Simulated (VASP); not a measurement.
# Zr3Sb4: single point with PBE

Zr3Sb4:

```
Zr Sb
1.0
     6.29021    0.00000    0.00000
     0.00000    6.29021    0.00000
     0.00000    0.00000    6.29021
Zr Sb
3 4
Direct
  0.00000 0.00000 0.50000
  0.50000 0.00000 0.00000
  0.00000 0.50000 0.00000
  0.27444 0.72556 0.27444
  0.72556 0.27444 0.27444
  0.27444 0.27444 0.72556
  0.72556 0.72556 0.72556
```

The cell was generated, and may not be a known phase.

| Quantity | Value |
| --- | --- |
| Program | VASP 6.6.1 |
| Task | single point |
| Functional | PBE |
| Potentials or basis | VASP PAW PBE potentials, release 64 (Zr_sv, Sb) |
| Cutoff | 520 eV |
| k mesh | 4 × 4 × 4 |
| Occupations | gaussian, width 0.02 eV |
| Spin | no spin polarisation |

The pressure is 0.0 GPa, the largest force is 0.013 eV/Å and the band gap on the k mesh is 0.70 eV (least direct gap 0.77 eV).

Forces on the atoms (eV/Å):
```
Zr   0.000  0.000  0.000
Zr   0.000  0.000  0.000
Zr   0.000  0.000  0.000
Sb   0.008 -0.008  0.008
Sb  -0.008  0.008  0.008
Sb   0.008  0.008 -0.008
Sb  -0.008 -0.008 -0.008
```

Levels at points of the mesh, in eV from the valence-band top:
| k point | band 26 | band 27 | band 28 | band 29 | band 30 | band 31 |
| --- | --- | --- | --- | --- | --- | --- |
| (0.00, 0.00, 0.00) | -0.28 | -0.28 | -0.28 | 1.22 | 1.22 | 1.22 |
| (0.50, 0.00, 0.00) | -0.51 | -0.14 | -0.14 | 0.74 | 1.03 | 1.03 |
| (0.50, 0.50, 0.00) | -0.52 | -0.07 | -0.07 | 1.08 | 1.36 | 1.36 |
| (0.50, 0.50, 0.50) | -0.26 | -0.26 | -0.26 | 1.51 | 1.74 | 1.74 |

Run time: 58 s on 1 thread of Intel(R) Xeon(R) 6975P-C (Granite Rapids) (shared host), peak memory 0.37 GiB.

Caveat: semilocal functionals underestimate gaps, and a narrow one can read as zero; spin-orbit coupling is left out, which moves the levels of the heavy elements. A k mesh can miss the band edges.
